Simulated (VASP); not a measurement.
A run of VASP 6.6.1 is set up as follows.

File INCAR:

```
ALGO = Normal ; EDIFF = 1E-6
ENCUT = 500 ; GGA = PS
GGA_COMPAT = False ; ISIF = 2
ISMEAR = -1 ; LASPH = True
LCHARG = False ; LREAL = False
LWAVE = False ; NBANDS = 16
NELM = 120 ; PREC = Accurate
SIGMA = 0.02
```

The input KPOINTS:

```
k-points
0
Gamma
  7 7 7
```

POSCAR

```
AgBr
1.0
    0.0000000000      2.9051634709      2.9051634709
    2.9051634709      0.0000000000      2.9051634709
    2.9051634709      2.9051634709      0.0000000000
Ag Br
1 1
Direct
    0.5000000000      0.5000000000      0.5000000000
    0.0000000000      0.0000000000      0.0000000000
```

Potentials or basis: VASP PAW PBE potentials, release 64 (Ag, Br).

The run is started by

```console
$ cat potpaw_PBE.64/Ag/POTCAR potpaw_PBE.64/Br/POTCAR > POTCAR
$ mpirun -np 1 vasp_std > vasp.out
```

What does it give for the pressure?

-3.1 GPa.

Predict the band gap on the k mesh.

0.58 eV, indirect (least direct gap 2.33 eV).

Caveat: the PAW data sets were made with another functional, which shifts forces and pressure a little. A k mesh can miss the band edges.
